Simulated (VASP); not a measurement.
A run of VASP 6.6.1 is set up as follows.

File INCAR:

```
PREC = Accurate
ENCUT = 400
EDIFF = 1E-6
ISMEAR = -1
SIGMA = 0.1069
LREAL = Auto
LASPH = T
NELM = 120
ALGO = Normal
ISIF = 2
LWAVE = F
LCHARG = T
GGA = PE
LELF = T
LVHAR = T
NBANDS = 111
ISYM = -1
GGA_COMPAT = F
```

File KPOINTS:

```
explicit points
1
Reciprocal
  0.25000000   0.25000000   0.25000000 1
```

POSCAR

```
Si5Mo3
1.0
    7.4574090000      0.0809830000      0.1775480000
    0.0809830000      6.8034930000      0.1053960000
    0.1775480000      0.1053960000      7.5398230000
Si Mo
15 9
Direct
    0.9155084858      1.0275611058      0.8546015562
    0.5404830841      0.1227104556      0.3198634926
    0.7918978621      0.5558185519      0.5630584519
    0.4749609449      0.2835241959      0.7134934491
    0.3415916511      0.7866471776      0.4331408867
    0.0753189489      0.2448595321      1.0157722610
    0.1433078511      0.8751806341      0.1188297709
    0.6137405456      0.8770451015      0.5500990604
    0.3242363176      0.7898153286      0.8061625736
    0.1594680087      0.1376207602      0.6546730734
    0.7601593139      0.4425765339      0.9095000556
    0.5581680711      0.6784098385      0.1713944335
    0.0683125281      0.5631031594      0.3056230135
    0.4683009940      0.0701115111      0.0110004734
    0.4129424818      0.4227326624      0.3788376142
    0.7839248520      0.2046932546      0.6030711676
    0.7900277920      0.9484872570      0.1878606942
    0.6773891668      0.7852884839      0.8528055159
    0.0560833198      0.6073653304      0.9585603856
    0.3924607050      0.4361857908     -0.0001387103
    0.7900100159      0.3634975190      0.2406902811
    0.2063639965      0.1525187770      0.2947701314
    0.1585665962      0.4983357537      0.6423013144
    0.9690999110      0.8653750605      0.5470911159
```

Potentials or basis: VASP PAW PBE potentials, release 64 (Si, Mo_sv).

Command:

```bash
$ cat potpaw_PBE.64/Si/POTCAR potpaw_PBE.64/Mo_sv/POTCAR > POTCAR
$ mpirun -np 1 vasp_std > vasp.out
```

Task: Estimate the largest force.

Result: 2.481 eV/Å.

Task: What does it give for the pressure?

Result: -5.2 GPa.

Stress tensor (GPa, compression positive):
```
-9.05  0.37  3.02
 0.37 -0.56 -0.20
 3.02 -0.20 -6.02
```

Caveat: the atoms stand as in a frame of molecular dynamics.
